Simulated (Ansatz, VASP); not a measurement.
Os in VASP and in Ansatz

Contents of INCAR:

```
SYSTEM = Os
ALGO = Normal ; EDIFF = 1E-8
ENCUT = 520 ; GGA = PS
ISIF = 2 ; ISMEAR = -1
LASPH = .TRUE. ; LCHARG = .FALSE.
LEFG = .TRUE. ; LREAL = .FALSE.
LWAVE = .FALSE. ; NBANDS = 15
NELM = 80 ; PREC = Accurate
SIGMA = 0.08
```

The input KPOINTS:

```
k-points
0
G
  17 17 10
  0 0 0
```

The input POSCAR:

```
Os
1.0
    2.7157497583      0.0000000000      0.0000000000
   -1.3578748792      2.3519082811      0.0000000000
    0.0000000000      0.0000000000      4.2907078513
Os
2
Direct
    0.3333333333      0.6666666667      0.2500000000
    0.6666666667      0.3333333333      0.7500000000
```

Input for Ansatz:

```yaml
crystal:
  lattice:
    - [2.7157497583, 0.0, 0.0]
    - [-1.3578748792, 2.3519082811, 0.0]
    - [0.0, 0.0, 4.2907078513]
  atoms:
    - { symbol: Os, position: [0.3333333333, 0.6666666667, 0.25] }
    - { symbol: Os, position: [0.6666666667, 0.3333333333, 0.75] }
kpoints:
  mp_grid: { grid: [17, 17, 10] }
scf:
  occupations: { method: fermi_dirac, width: 0.08 }
hamiltonian:
  xc: pbesol
  pseudopotentials: { kind: all_electron, datasets: crystal }
output:
  forces: true
  stress: true
  eigenvalues: true
  efg: { contact_densities: true }
```

Change from the starting cell: volume scaled by 0.98, crystal datasets.

Alike in both runs: task electric field gradients; functional PBEsol; k mesh 17 × 17 × 10; occupations fermi-dirac, width 0.08 eV; no spin polarisation.

```csv
,VASP,Ansatz
version,VASP 6.6.1,Ansatz 0.2.0
potentials or method,"VASP PAW PBE potentials, release 64 (Os), cutoff 520 eV","all-electron PAW with datasets made for the crystal, scalar-relativistic"
```

|  | VASP | Ansatz | Ansatz less VASP |
| --- | --- | --- | --- |
| pressure (GPa) | 6.9 | 6.2 | -0.69 |
| traceless stress, the component that is largest in VASP (GPa) | -0.05 | 0.00 | +0.048 |
| size of Vzz on the site where it differs most (V/Å²) | 83.2 | 63.6 | -19.68 |

VASP's potentials were made for PBE, not for PBEsol. Ansatz ran all-electron here, and VASP with PAW potentials.

Neither program's run includes spin-orbit coupling.
